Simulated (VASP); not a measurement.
# TePb (CsCl type) (Pm-3m) in VASP: relaxation of cell and atoms with PBE

Aim: the relaxation of cell and atoms of TePb (CsCl type) with PBE.

All numbers are computed with VASP 6.6.1; they aren't measurements. Logs are shortened: lines on timing, memory, paths and dates and some standing lists are left out, and cuts for length are marked.

**1. The cell of the first run**

It takes space group Pm-3m (No. 221, cubic). Conventional cell: a = 3.495 Å, b = 3.495 Å, c = 3.495 Å, α = 90.00°, β = 90.00°, γ = 90.00°. Pb (site symmetry m-3m) has 8 Te at 3.03 Å and 6 Pb at 3.49 Å within 4.0 Å. Te (site symmetry m-3m) has 8 Pb at 3.03 Å and 6 Te at 3.49 Å within 4.0 Å.

**2. Relaxation of cell and atoms, PBE, target pressure 54 GPa, at which the enthalpy is minimised**

INCAR reads:

```
SYSTEM = TePb
ALGO     = Normal         ! electronic algorithm
EDIFF    = 1E-6           ! SCF threshold, eV
EDIFFG   = -0.005         ! ionic threshold
ENCUT    = 600            ! plane-wave cutoff, eV
GGA      = PE             ! functional
IBRION   = 2              ! ionic algorithm
ISIF     = 3              ! what is computed and relaxed
ISMEAR   = -1             ! smearing method
LASPH    = .TRUE.         ! aspherical terms in the spheres
LCHARG   = .FALSE.        ! write CHGCAR
LREAL    = .FALSE.        ! projectors in reciprocal space
LWAVE    = .FALSE.        ! write WAVECAR
NELM     = 60             ! most SCF steps
NSW      = 60             ! ionic steps
PREC     = Accurate       ! precision mode
PSTRESS  = 540.0        
SIGMA    = 0.08           ! smearing width, eV
```

KPOINTS reads:

```
k-points
0
G
  13 13 13
  0 0 0
```

POSCAR reads:

```
TePb
1.0
    3.4949833097      0.0000000000      0.0000000000
    0.0000000000      3.4949833097      0.0000000000
    0.0000000000      0.0000000000      3.4949833097
Pb Te
1 1
Direct
    0.0000000000      0.0000000000      0.0000000000
    0.5000000000      0.5000000000      0.5000000000
```

Potentials or basis: VASP PAW PBE potentials, release 64 (Pb_d, Te).

On the command line:

```bash
$ cat potpaw_PBE.64/Pb_d/POTCAR potpaw_PBE.64/Te/POTCAR > POTCAR
$ mpirun -np 1 vasp_std > vasp.out
```

OUTCAR:

```text
SYSTEM = TePb
   EDIFF = 1E-6
   EDIFFG = -0.005
   ENCUT = 600
   GGA = PE
   IBRION = 2
   ISIF = 3
   ISMEAR = -1
   LASPH = .TRUE.
   LREAL = .FALSE.
   NELM = 60
   NSW = 60
   PREC = Accurate
   PSTRESS = 540.0

 ion  position               nearest neighbor table
   1  0.000  0.000  0.000-   2 3.03   2 3.03   2 3.03   2 3.03   2 3.03   2 3.03   2 3.03   2 3.03

   2  0.500  0.500  0.500-   1 3.03   1 3.03   1 3.03   1 3.03   1 3.03   1 3.03   1 3.03   1 3.03

  LATTYP: Found a simple cubic cell.
 ALAT       =     3.4949833097

  Lattice vectors:

 A1 = (   3.4949833097,   0.0000000000,   0.0000000000)
 A2 = (   0.0000000000,   3.4949833097,   0.0000000000)
 A3 = (   0.0000000000,   0.0000000000,   3.4949833097)

Analysis of symmetry for initial positions (statically):
=====================================================================
 Subroutine PRICEL returns:
 Original cell was already a primitive cell.

 Routine SETGRP: Setting up the symmetry group for a
 simple cubic supercell.

 Subroutine GETGRP returns: Found 48 space group operations
 (whereof 48 operations were pure point group operations)
 out of a pool of 48 trial point group operations.

The static configuration has the point symmetry O_h .

Analysis of symmetry for dynamics (positions and initial velocities):
=====================================================================
 Subroutine PRICEL returns:
 Original cell was already a primitive cell.

 Routine SETGRP: Setting up the symmetry group for a
 simple cubic supercell.

 Subroutine GETGRP returns: Found 48 space group operations
 (whereof 48 operations were pure point group operations)
 out of a pool of 48 trial point group operations.

The dynamic configuration has the point symmetry O_h .

 Subroutine INISYM returns: Found 48 space group operations
 (whereof 48 operations are pure point group operations),
 and found     1 'primitive' translations

----------------------------------------------------------------------------------------

                                     Primitive cell

  volume of cell :      42.6909

  direct lattice vectors                    reciprocal lattice vectors
     3.494983310  0.000000000  0.000000000     0.286124399  0.000000000  0.000000000
     0.000000000  3.494983310  0.000000000     0.000000000  0.286124399  0.000000000
     0.000000000  0.000000000  3.494983310     0.000000000  0.000000000  0.286124399

  length of vectors
     3.494983310  3.494983310  3.494983310     0.286124399  0.286124399  0.286124399

  position of ions in fractional coordinates (direct lattice)
     0.000000000  0.000000000  0.000000000
     0.500000000  0.500000000  0.500000000

  ion indices of the primitive-cell ions
   primitive index   ion index
                 1           1
                 2           2

----------------------------------------------------------------------------------------

 KPOINTS: k-points

Automatic generation of k-mesh.
 Grid dimensions read from file:
 generate k-points for:   13   13   13

 Generating k-lattice:

  Cartesian coordinates                     Fractional coordinates (reciprocal lattice)
     0.022009569  0.000000000  0.000000000     0.076923077  0.000000000  0.000000000
     0.000000000  0.022009569  0.000000000     0.000000000  0.076923077  0.000000000
     0.000000000  0.000000000  0.022009569     0.000000000  0.000000000  0.076923077

  Length of vectors
     0.022009569  0.022009569  0.022009569

  Shift w.r.t. Gamma in fractional coordinates (k-lattice)
     0.000000000  0.000000000  0.000000000

 Subroutine IBZKPT returns following result:
 ===========================================

 Found     84 irreducible k-points:

 Following reciprocal coordinates:
            Coordinates               Weight
  0.000000  0.000000  0.000000      1.000000
  0.076923  0.000000  0.000000      6.000000
  0.153846  0.000000  0.000000      6.000000
  0.230769  0.000000  0.000000      6.000000
  0.307692  0.000000  0.000000      6.000000
  0.384615  0.000000  0.000000      6.000000
[... 16 lines left out ...]
  0.307692  0.307692  0.000000     12.000000
  0.384615  0.307692  0.000000     24.000000
 [... further k-points ...]
   k-points           NKPTS =     84   k-points in BZ     NKDIM =     84   number of bands    NBANDS=     14
   number of dos      NEDOS =    301   number of ions     NIONS =      2
   total plane-waves  NPLWV =  21952
   dimension x,y,z NGX =    28 NGY =   28 NGZ =   28
   dimension x,y,z NGXF=    56 NGYF=   56 NGZF=   56
   ions per type =               1   1
   NGX,Y,Z   is equivalent  to a cutoff of  13.32, 13.32, 13.32 a.u.
   NGXF,Y,Z  is equivalent  to a cutoff of  26.64, 26.64, 26.64 a.u.
 SYSTEM =  TePb
   PREC   = accura    normal or accurate (medium, high low for compatibility)
   ISTART =      0    job   : 0-new  1-cont  2-samecut
   ICHARG =      2    charge: 1-file 2-atom 10-const
   ISPIN  =      1    spin polarized calculation?
   LNONCOLLINEAR =      F non collinear calculations
   LSORBIT =      F    spin-orbit coupling
   LASPH  =      T    aspherical Exc in radial PAW
   ENCUT  =  600.0 eV  44.10 Ry    6.64 a.u.   6.98  6.98  6.98*2*pi/ulx,y,z
   NELM   =     60;   NELMIN=  2; NELMDL= -5     # of ELM steps
   EDIFF  = 0.1E-05   stopping-criterion for ELM
   LREAL  =      F    real-space projection
   EDIFFG = -.5E-02   stopping-criterion for IOM
   NSW    =     60    number of steps for IOM
   IBRION =      2    ionic relax: 0-MD 1-quasi-New 2-CG
   NFREE  =      1    steps in history (QN), initial steepest desc. (CG)
   ISIF   =      3    stress and relaxation
   ISYM   =      2    0-nonsym 1-usesym 2-fastsym
   POTIM  = 0.5000    time-step for ionic-motion
   TEBEG  =    0.0;   TEEND  =   0.0 temperature during run
   PSTRESS=  540.0 pullay stress
   NELECT =      20.0000    total number of electrons
   NUPDOWN=      -1.0000    fix difference up-down
   EMIN   =  10.00;   EMAX   =-10.00  energy-range for DOS
   EFERMI =   0.00;   METHOD = LEGACY
   ISMEAR =    -1;   SIGMA  =   0.08  broadening in eV -4-tet -1-fermi 0-gaus
   EFERMI_NEDOS =   21; number of points for ismear=-14 and -15
   IALGO  =     38    algorithm
   IMIX   =      4    mixing-type and parameters
     AMIX     =   0.40;   BMIX     =  1.00
     AMIX_MAG =   1.60;   BMIX_MAG =  1.00
  volume/ion in A,a.u.               =      21.35       144.05
  Fermi-wavevector in a.u.,A,eV,Ry     =   1.271471  2.402731 21.995695  1.616638
  Thomas-Fermi vector in A             =   2.404402
   LORBIT       =      0    0 simple, 1 ext, 2 COOP (PROOUT), +10 PAW based schemes
   GGA     = PE    functional components
   LHFCALC =     F    Hartree Fock is set to
   AEXX    =    0.0000 exact exchange contribution
   IVDW    =     0    specifies the selected vdW correction
   LEPSILON=     F    determine dielectric tensor
   LRPA    =     F    only Hartree local field effects (RPA)
 conjugate gradient relaxation of ions
 non-spin polarized calculation
  energy-cutoff  :      600.00
  volume of cell :       42.69
 maximum number of plane-waves:      1442
 NGX is ok and might be reduce to    28
   NGX = 13   NGY = 13   NGZ = 13

--------------------------------------- Ionic step        1  -------------------------------------------

 number of electron      20.0000003 magnetization

 Free energy of the ion-electron system (eV)
  ---------------------------------------------------
  ext. energy  EPLUGINS =         0.00000000
  ---------------------------------------------------
  free energy    TOTEN  =        -5.26484461 eV

  energy without entropy =       -5.24437182  energy(sigma->0) =       -5.25460821

------------------------ aborting loop because EDIFF is reached ----------------------------------------

  FORCE on cell =-STRESS in cart. coord.  units (eV):
  Direction    XX          YY          ZZ          XY          YZ          ZX
  --------------------------------------------------------------------------------------
  -------------------------------------------------------------------------------------
  Total       10.6469049     10.6469049     10.6469049      0.0000000      0.0000000     -0.0000000
  in kB      399.5753030    399.5753030    399.5753030      0.0000000      0.0000000     -0.0000000
  external PRESSURE =    -140.4246970 kB  Pullay stress =     540.0000000 kB
[... 251 lines left out ...]
  enthalpy is  TOTEN    =         9.0035978718 eV   P V=       13.5546522024

--------------------------------------- Ionic step        8  -------------------------------------------

 number of electron      19.9999995 magnetization

 Free energy of the ion-electron system (eV)
  ---------------------------------------------------
  ext. energy  EPLUGINS =         0.00000000
  ---------------------------------------------------
  free energy    TOTEN  =        -4.50161813 eV

  energy without entropy =       -4.48291456  energy(sigma->0) =       -4.49226635

 E-fermi :  13.2857     XC(G=0): -12.0093

 val. band max:       13.1981038635   @ k =   0.4615   0.0769   0.0000
 cond. band min:      13.2918061549   @ k =   0.4615   0.2308   0.0000
 fundamental gap:      0.0937022914
 Fermi energy:        13.2857394902

 k-point     1 :       0.0000    0.0000    0.0000
  band No.  band energies     occupation
      1      -4.5202      2.00000
      2      -4.5202      2.00000
      3      -4.1543      2.00000
      4      -4.1543      2.00000
      5      -4.1543      2.00000
      6      -3.1749      2.00000
      7       8.3395      2.00000
      8      10.2393      2.00000
      9      10.2393      2.00000
     10      10.2393      2.00000
     11      16.4044      0.00000
     12      16.4044      0.00000
     13      22.3113      0.00000
     14      22.3113      0.00000
[... 375 lines left out ...]
 k-point    24 :       0.3846    0.3077    0.0000
  band No.  band energies     occupation
      1      -4.5641      2.00000
      2      -4.3911      2.00000
      3      -4.2648      2.00000
      4      -4.2297      2.00000
      5      -4.1163      2.00000
      6       0.2080      2.00000
      7       3.5688      2.00000
      8       6.6454      2.00000
      9       9.7016      2.00000
     10      13.1512      1.68641
     11      16.2339      0.00000
     12      17.4785      0.00000
     13      18.5057      0.00000
     14      21.2080      0.00000

 [... further k-points ...]
[... 5 lines left out ...]
  --------------------------------------------------------------------------------------
  -------------------------------------------------------------------------------------
  Total       13.5072893     13.5072893     13.5072893      0.0000000      0.0000000      0.0000000
  in kB      540.0995809    540.0995809    540.0995809      0.0000000      0.0000000      0.0000000
  external PRESSURE =       0.0995809 kB  Pullay stress =     540.0000000 kB
[... 17 lines left out ...]
  FREE ENERGIE OF THE ION-ELECTRON SYSTEM (eV)
  ---------------------------------------------------
  free  energy   TOTEN  =        -4.5016181292 eV

  energy  without entropy=       -4.4829145634  energy(sigma->0) =       -4.49226635

  enthalpy is  TOTEN    =         9.0031807278 eV   P V=       13.5047988570

 reached required accuracy - stopping structural energy minimisation
```

Run time: 2.3 min. Hardware: 1 thread of AMD EPYC 9R45 (Zen 5), shared host; peak memory 0.19 GiB.

Results:

* Free energy: -4.5016 eV
* Relaxed volume: 20.03 Å³/atom
* Relaxed cell: a = 3.422 Å, b = 3.422 Å, c = 3.422 Å, α = 90.00°, β = 90.00°, γ = 90.00°
* Space group after relaxing (to 0.1 Å): Pm-3m (No. 221)
* Energy change on relaxing (the run minimises the enthalpy): +381.6 meV/atom
* Ionic steps: 8
* Pressure after relaxing: 54.0 GPa
* Band gap on the k mesh: zero (bands 10 and 11 overlap by 3.88 eV)

Step by step:
| step | energy change (eV) | largest force (eV/Å) | pressure (GPa) | volume (Å³) |
| --- | --- | --- | --- | --- |
| 1 | 0.0000 | 0.0000 | 39.96 | 42.69 |
| 2 | 5.1412 | 0.0000 | 136.21 | 32.14 |
| 3 | 0.6846 | 0.0000 | 52.59 | 40.31 |
| 4 | 0.7460 | 0.0000 | 53.69 | 40.12 |
| 5 | 0.7631 | 0.0000 | 53.96 | 40.07 |
| 6 | 0.7804 | 0.0000 | 54.32 | 40.02 |
| 7 | 0.7138 | 0.0000 | 53.11 | 40.22 |
| 8 | 0.7632 | 0.0000 | 54.01 | 40.07 |

Final structure:
```
Pb Te
1.0
     3.42191    0.00000    0.00000
     0.00000    3.42191    0.00000
     0.00000    0.00000    3.42191
Pb Te
1 1
Cartesian
  0.0000 0.0000 0.0000
  1.7110 1.7110 1.7110
```

Caveat: the cell is relaxed towards a set pressure, so the run minimises the enthalpy, not the energy; spin-orbit coupling is left out, which moves the levels of the heavy elements.
